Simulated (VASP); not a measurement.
# W (Im-3m) in VASP: single point with PBE

Aim: the single point of W with PBE.

All numbers are computed with VASP 6.6.1; they aren't measurements. Logs are shortened: lines on timing, memory, paths and dates and some standing lists are left out, and cuts for length are marked.

### 1 The cell of the first run

Symmetry: Im-3m, No. 229, cubic system. Conventional cell: a = 3.226 Å, b = 3.226 Å, c = 3.226 Å, α = 90.00°, β = 90.00°, γ = 90.00°. Within 3.7 Å of W (site symmetry m-3m) lie 14 W at 2.79 to 3.23 Å.

### 2 Single point, PBE, non-collinear spin, typed start, spin-orbit coupling

Input file INCAR:

```
PREC = Accurate
ENCUT = 520
EDIFF = 1E-6
ISMEAR = -1
SIGMA = 0.0155
LREAL = F
LASPH = T
NELM = 150
ALGO = Normal
ISIF = 2
LWAVE = F
LCHARG = F
MAGMOM = 0.577 0.577 -0.577
LORBIT = 11
LSORBIT = T
GGA_COMPAT = F
LORBMOM = T
LMAXMIX = 4
GGA = PE
NBANDS = 25
```

Input file KPOINTS:

```
regular mesh
0
Gamma
  15 15 15
```

Input file POSCAR:

```
W
1.0
   -1.6130604300      1.6130604300      1.6130604300
    1.6130604300     -1.6130604300      1.6130604300
    1.6130604300      1.6130604300     -1.6130604300
W
1
Direct
    0.0000000000      0.0000000000      0.0000000000
```

Potentials or basis: VASP PAW PBE potentials, release 64 (W_sv).

Run with:

```
> cat potpaw_PBE.64/W_sv/POTCAR > POTCAR
> mpirun -np 1 vasp_ncl > vasp.out
```

OUTCAR:

```text
PREC = Accurate
   ENCUT = 520
   EDIFF = 1E-6
   ISMEAR = -1
   LREAL = F
   LASPH = T
   NELM = 150
   ISIF = 2
   LORBIT = 11
   LSORBIT = T
   GGA = PE

 ion  position               nearest neighbor table
   1  0.000  0.000  0.000-

  LATTYP: Found a body centered cubic cell.
 ALAT       =     3.2261208600

  Lattice vectors:

 A1 = (  -1.6130604300,   1.6130604300,   1.6130604300)
 A2 = (   1.6130604300,  -1.6130604300,   1.6130604300)
 A3 = (   1.6130604300,   1.6130604300,  -1.6130604300)

Analysis of symmetry for initial positions (statically):
=====================================================================
 Subroutine PRICEL returns:
 Original cell was already a primitive cell.

 Routine SETGRP: Setting up the symmetry group for a
 body centered cubic supercell.

 Subroutine GETGRP returns: Found 48 space group operations
 (whereof 48 operations were pure point group operations)
 out of a pool of 48 trial point group operations.

The static configuration has the point symmetry O_h .

Analysis of symmetry for dynamics (positions and initial velocities):
=====================================================================
 Subroutine PRICEL returns:
 Original cell was already a primitive cell.

 Routine SETGRP: Setting up the symmetry group for a
 body centered cubic supercell.

 Subroutine GETGRP returns: Found 48 space group operations
 (whereof 48 operations were pure point group operations)
 out of a pool of 48 trial point group operations.

The dynamic configuration has the point symmetry O_h .

Analysis of structural, dynamic, and magnetic symmetry:
=====================================================================
 Subroutine PRICEL returns:
 Original cell was already a primitive cell.

 Routine SETGRP: Setting up the symmetry group for a
 body centered cubic supercell.

 Subroutine GETGRP returns: Found  6 space group operations
 (whereof  6 operations were pure point group operations)
 out of a pool of 48 trial point group operations.

The overall configuration has the point symmetry S_6 .

 Subroutine INISYM returns: Found  6 space group operations
 (whereof  6 operations are pure point group operations),
 and found     1 'primitive' translations

----------------------------------------------------------------------------------------

                                     Primitive cell

  volume of cell :      16.7885

  direct lattice vectors                    reciprocal lattice vectors
    -1.613060430  1.613060430  1.613060430     0.000000000  0.309969788  0.309969788
     1.613060430 -1.613060430  1.613060430     0.309969788  0.000000000  0.309969788
     1.613060430  1.613060430 -1.613060430     0.309969788  0.309969788  0.000000000

  length of vectors
     2.793902620  2.793902620  2.793902620     0.438363479  0.438363479  0.438363479

  position of ions in fractional coordinates (direct lattice)
     0.000000000  0.000000000  0.000000000

  ion indices of the primitive-cell ions
   primitive index   ion index
                 1           1

----------------------------------------------------------------------------------------

 KPOINTS: regular mesh

Automatic generation of k-mesh.
 Grid dimensions read from file:
 generate k-points for:   15   15   15

 Generating k-lattice:

  Cartesian coordinates                     Fractional coordinates (reciprocal lattice)
     0.000000000  0.020664653  0.020664653     0.066666667  0.000000000  0.000000000
     0.020664653  0.000000000  0.020664653     0.000000000  0.066666667  0.000000000
     0.020664653  0.020664653  0.000000000     0.000000000  0.000000000  0.066666667

  Length of vectors
     0.029224232  0.029224232  0.029224232

  Shift w.r.t. Gamma in fractional coordinates (k-lattice)
     0.000000000  0.000000000  0.000000000

 Subroutine IBZKPT returns following result:
 ===========================================

[... 43 lines left out ...]
   LSORBIT =      T    spin-orbit coupling
   LASPH  =      T    aspherical Exc in radial PAW
   ENCUT  =  520.0 eV  38.22 Ry    6.18 a.u.   5.19  5.19  5.19*2*pi/ulx,y,z
   NELM   =    150;   NELMIN=  2; NELMDL= -5     # of ELM steps
   EDIFF  = 0.1E-05   stopping-criterion for ELM
   LREAL  =      F    real-space projection
   EDIFFG = 0.1E-04   stopping-criterion for IOM
   NSW    =      0    number of steps for IOM
   IBRION =     -1    ionic relax: 0-MD 1-quasi-New 2-CG
   NFREE  =      0    steps in history (QN), initial steepest desc. (CG)
   ISIF   =      2    stress and relaxation
   ISYM   =      2    0-nonsym 1-usesym 2-fastsym
   POTIM  = 0.5000    time-step for ionic-motion
   TEBEG  =    0.0;   TEEND  =   0.0 temperature during run
   PSTRESS=    0.0 pullay stress
   NELECT =      14.0000    total number of electrons
   NUPDOWN=      -1.0000    fix difference up-down
   EMIN   =  10.00;   EMAX   =-10.00  energy-range for DOS
   EFERMI =   0.00;   METHOD = LEGACY
   ISMEAR =    -1;   SIGMA  =   0.02  broadening in eV -4-tet -1-fermi 0-gaus
   EFERMI_NEDOS =   21; number of points for ismear=-14 and -15
   IALGO  =     38    algorithm
   IMIX   =      4    mixing-type and parameters
     AMIX     =   0.40;   BMIX     =  1.00
     AMIX_MAG =   1.60;   BMIX_MAG =  1.00
  volume/ion in A,a.u.               =      16.79       113.29
  Fermi-wavevector in a.u.,A,eV,Ry     =   1.540920  2.911917 32.306159  2.374436
  Thomas-Fermi vector in A             =   2.646939
   LORBIT       =     11    0 simple, 1 ext, 2 COOP (PROOUT), +10 PAW based schemes
   GGA     = PE    functional components
   LHFCALC =     F    Hartree Fock is set to
   AEXX    =    0.0000 exact exchange contribution
   IVDW    =     0    specifies the selected vdW correction
   LEPSILON=     F    determine dielectric tensor
   LRPA    =     F    only Hartree local field effects (RPA)
  energy-cutoff  :      520.00
  volume of cell :       16.79
 maximum number of plane-waves:       932
 NGX is ok and might be reduce to    24
   NGX = 11   NGY = 11   NGZ = 11

 number of electron      13.9999999 magnetization       0.0000338      0.0000338     -0.0000338

 number of electron      13.9999999 magnetization      -0.0000384     -0.0000384      0.0000384

 Free energy of the ion-electron system (eV)
  ---------------------------------------------------
  ext. energy  EPLUGINS =         0.00000000
  ---------------------------------------------------
  free energy    TOTEN  =       -13.76453413 eV

  energy without entropy =      -13.76437475  energy(sigma->0) =      -13.76445444

 E-fermi :  10.6172     XC(G=0): -13.3172

 val. band max:       10.6142706266   @ k =   0.2000  -0.2667   0.3333
 cond. band min:      10.7602667851   @ k =   0.1333  -0.1333   0.2667
 fundamental gap:      0.1459961585
 Fermi energy:        10.6172148454

 k-point     1 :       0.0000    0.0000    0.0000
  band No.  band energies     occupation
      1     -63.6401      1.00000
      2     -63.6400      1.00000
      3     -33.3653      1.00000
      4     -33.3653      1.00000
      5     -24.3833      1.00000
      6     -24.3833      1.00000
[... 661 lines left out ...]
     24      26.8774      0.00000
     25      27.2396      0.00000

 [... further k-points ...]

------------------------ aborting loop because EDIFF is reached ----------------------------------------

  FORCE on cell =-STRESS in cart. coord.  units (eV):
  Direction    XX          YY          ZZ          XY          YZ          ZX
  --------------------------------------------------------------------------------------
  -------------------------------------------------------------------------------------
  Total       -1.0060566     -1.0060566     -1.0060566      0.0000186     -0.0000186     -0.0000186
  in kB      -96.0110200    -96.0110200    -96.0110200      0.0017794     -0.0017794     -0.0017794
  external PRESSURE =     -96.0110200 kB  Pullay stress =       0.0000000 kB

 VOLUME and BASIS-vectors are now :
 -----------------------------------------------------------------------------
  energy-cutoff  :      520.00
  volume of cell :       16.79
      direct lattice vectors                 reciprocal lattice vectors
    -1.613060430  1.613060430  1.613060430     0.000000000  0.309969788  0.309969788
     1.613060430 -1.613060430  1.613060430     0.309969788  0.000000000  0.309969788
     1.613060430  1.613060430 -1.613060430     0.309969788  0.309969788  0.000000000

 POSITION                                       TOTAL-FORCE (eV/Angst)
 -----------------------------------------------------------------------------------
      0.00000      0.00000      0.00000         0.000000      0.000000      0.000000
 -----------------------------------------------------------------------------------
    total drift:                                0.000000     -0.000000     -0.000000

  FREE ENERGIE OF THE ION-ELECTRON SYSTEM (eV)
  ---------------------------------------------------
  free  energy   TOTEN  =       -13.7645341257 eV

  energy  without entropy=      -13.7643747548  energy(sigma->0) =      -13.76445444

 orbital moment (x)

 # of ion     p       d       tot
 ----------------------------------------
  1         0.000   0.000   0.000
 ----------------------------------------
            0.000   0.000   0.000

 orbital moment (y)

 # of ion     p       d       tot
 ----------------------------------------
  1         0.000   0.000   0.000
 ----------------------------------------
            0.000   0.000   0.000

 orbital moment (z)

 # of ion     p       d       tot
 ----------------------------------------
  1        -0.000  -0.000  -0.000
 ----------------------------------------
           -0.000  -0.000  -0.000

 Spin-Orbit-Coupling matrix elements

 Ion:    1  E_soc:     -1.6464553
 l=   1
     0.0000000    -0.2285198    -0.2285198
    -0.2285198     0.0000000    -0.2285198
    -0.2285198    -0.2285198     0.0000000
 l=   2
     0.0000000    -0.0122074     0.0000000    -0.0122074    -0.0336820
    -0.0122074     0.0000000    -0.0252615    -0.0122074    -0.0084205
     0.0000000    -0.0252615     0.0000000    -0.0252615     0.0000000
    -0.0122074    -0.0122074    -0.0252615     0.0000000    -0.0084205
    -0.0336820    -0.0084205     0.0000000    -0.0084205     0.0000000
 l=   3
     0.0000000     0.0000000     0.0000000     0.0000000     0.0000000     0.0000000     0.0000000
     0.0000000     0.0000000     0.0000000     0.0000000     0.0000000     0.0000000     0.0000000
     0.0000000     0.0000000     0.0000000     0.0000000     0.0000000     0.0000000     0.0000000
     0.0000000     0.0000000     0.0000000     0.0000000     0.0000000     0.0000000     0.0000000
     0.0000000     0.0000000     0.0000000     0.0000000     0.0000000     0.0000000     0.0000000
     0.0000000     0.0000000     0.0000000     0.0000000     0.0000000     0.0000000     0.0000000
     0.0000000     0.0000000     0.0000000     0.0000000     0.0000000     0.0000000     0.0000000

 total charge

# of ion       s       p       d       tot
------------------------------------------
    1        2.387   6.317   3.277  11.981

 magnetization (x)

# of ion       s       p       d       tot
------------------------------------------
    1       -0.000  -0.000  -0.000  -0.000

 magnetization (y)

# of ion       s       p       d       tot
------------------------------------------
    1       -0.000  -0.000  -0.000  -0.000

 magnetization (z)

# of ion       s       p       d       tot
------------------------------------------
    1        0.000   0.000   0.000   0.000
```

Run time: 8.5 min. Hardware: 1 thread of AMD EPYC 7R43 (Zen 3), shared host; peak memory 0.41 GiB.

Results:

```
Free energy                                           : -13.7645 eV
Pressure                                              : -9.6 GPa
Net moment                                            : 0.00 μB per cell
Valence electrons inside the program's atomic spheres : W 11.98
```

Moments on the atoms (μB; x, y, z):
```
W   0.00 0.00 0.00
```

Caveat: the cell stands under tension.
